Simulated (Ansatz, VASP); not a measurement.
# CdF2: VASP beside Ansatz

```
Cd F
1.0
     0.00000    2.80176    2.69400
     2.58624    0.00000    2.69400
     2.58624    2.80176    0.00000
Cd F
1 2
Direct
  0.00000 0.00000 0.00000
  0.25000 0.25000 0.25000
  0.75000 0.75000 0.75000
```

Change from the starting cell: strain -0.0400 x Voigt [1, -1, 0, 0, 0, 0], atoms carried along.

Alike in both runs: task single point; functional PBE; k mesh 8 × 8 × 8; occupations gaussian, width 0.05 eV; no spin polarisation.

```csv
,VASP,Ansatz
version,VASP 6.6.1,Ansatz 0.2.0
potentials or method,"VASP PAW PBE potentials, release 64 (Cd, F), cutoff 520 eV","scalar-relativistic, plane waves, PAW"
valence electrons in the cell,26,34
```

```csv
,VASP,Ansatz,Ansatz less VASP
gap on the k mesh at the Fermi level (eV),2.93,2.96,+0.033
least direct gap on the mesh (eV),3.42,3.45,+0.031
pressure (GPa),6.3,5.6,-0.74
"traceless stress, the component that is largest in VASP (GPa)",4.45,4.52,+0.065
```

With one functional, cell and mesh, what is left measures potentials, basis and numerics. VASP's potentials hold 26 valence electrons a cell and Ansatz's 34, so a difference there can come from the potentials and not from the codes.
